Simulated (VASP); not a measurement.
Here is a VASP 6.6.1 calculation.

Contents of INCAR:

```
PREC     = Accurate       # precision mode
ENCUT    = 600            # plane-wave cutoff, eV
EDIFF    = 1E-7           # SCF threshold, eV
ISMEAR   = -1             # smearing method
SIGMA    = 0.1            # smearing width, eV
LREAL    = F              # projectors in reciprocal space
LASPH    = T              # aspherical terms in the spheres
NELM     = 60             # most SCF steps
ALGO     = Normal         # electronic algorithm
ISIF     = 3              # what is computed and relaxed
LWAVE    = F              # write WAVECAR
LCHARG   = F              # write CHGCAR
GGA      = PE             # functional
IBRION   = 2              # ionic algorithm
NSW      = 80             # ionic steps
EDIFFG   = -0.02          # ionic threshold
```

KPOINTS

```
Automatic mesh
0
Gamma
  10 10 10
```

POSCAR

```
Ba
1.0
    4.1100000000      0.0000000000      0.0000000000
    0.0000000000      4.1100000000      0.0000000000
    0.0000000000      0.0000000000      4.1100000000
Ba
1
Direct
    0.0000000000      0.0000000000      0.0000000000
```

Potentials or basis: VASP PAW PBE potentials, release 64 (Ba_sv).

Launch:

```console
$ cat potpaw_PBE.64/Ba_sv/POTCAR > POTCAR
$ mpirun -np 1 vasp_std > vasp.out
```

Problem. Predict the space group after relaxing (to 0.1 Å).

Solution. Pm-3m (No. 221).

Problem. What does it give for the relaxed cell?

Solution. a = 3.975 Å, b = 3.975 Å, c = 3.975 Å, α = 90.00°, β = 90.00°, γ = 90.00°.

Problem. Estimate the relaxed volume.

Solution. 62.80 Å³/atom.

Final structure:
```xyz
1
Lattice="3.9749 0.0000 0.0000 0.0000 3.9749 0.0000 0.0000 0.0000 3.9749" Properties=species:S:1:pos:R:3 pbc="T T T"
Ba    0.0000    0.0000    0.0000
```
